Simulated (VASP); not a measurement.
Set up this calculation in VASP 6.6.1, as the native input.

```
Task                   : single point
Functional             : PBE
Potentials or basis    : VASP PAW PBE potentials, release 64 (Sr_sv, F, O)
Cutoff                 : 520 eV
k mesh                 : 5 × 5 × 3
Occupations            : methfessel-paxton, width 0.026 eV
Spin                   : no spin polarisation
Dipole correction      : no
Further INCAR settings : ALGO = Normal; EDIFF = 1e-07; NBANDS = 39
```

The structure of SrO2F lies in POSCAR:

```
SrO2F
1.0
    3.9414920000      0.0000000000      0.0000000000
    1.9707460000     -5.7534890000      0.0000000000
    0.0000000000      0.0000000000     -5.7519720000
Sr F O
2 2 4
Direct
    0.3120000000      0.3760000000      0.7500000000
    0.6880000000      0.6240000000      0.2500000000
    0.9840000000      0.0320000000      0.7500000000
    0.0160000000      0.9680000000      0.2500000000
    0.1180000000      0.7640000000      0.0000000000
    0.8820000000      0.2360000000      0.5000000000
    0.8820000000      0.2360000000      0.0000000000
    0.1180000000      0.7640000000      0.5000000000
```

These files were run (other wordings do the same):

INCAR

```
PREC     = Accurate       # precision mode
ENCUT    = 520            # plane-wave cutoff, eV
EDIFF    = 1E-7           # SCF threshold, eV
ISMEAR   = 1              # smearing method
SIGMA    = 0.026          # smearing width, eV
LREAL    = F              # projectors in reciprocal space
LASPH    = T              # aspherical terms in the spheres
NELM     = 80             # most SCF steps
ALGO     = Normal         # electronic algorithm
ISIF     = 2              # what is computed and relaxed
LWAVE    = F              # write WAVECAR
LCHARG   = F              # write CHGCAR
GGA      = PE             # functional
NBANDS   = 39             # bands
```

KPOINTS

```
regular mesh
0
Gamma
  5 5 3
```

Potentials or basis: VASP PAW PBE potentials, release 64 (Sr_sv, F, O).

Launch:

```bash
$ cat potpaw_PBE.64/Sr_sv/POTCAR potpaw_PBE.64/F/POTCAR potpaw_PBE.64/O/POTCAR > POTCAR
$ mpirun -np 1 vasp_std > vasp.out
```

It gave:

```json
{"Pressure": "2.0 GPa", "Largest force": "1.758 eV/Å", "Band gap on the k mesh": "zero (bands 29 and 30 overlap by 0.14 eV)"}
```

Caveat: the k points lie up to 0.36 Å⁻¹ apart; forces of over 1 eV/Å act on the atoms, so gaps and moduli don't describe the material at rest.

It took 110 s on 1 thread of Intel(R) Xeon(R) Platinum 8259CL CPU @ 2.50GHz (Skylake/Cascade Lake) (shared host), peak memory 0.28 GiB.
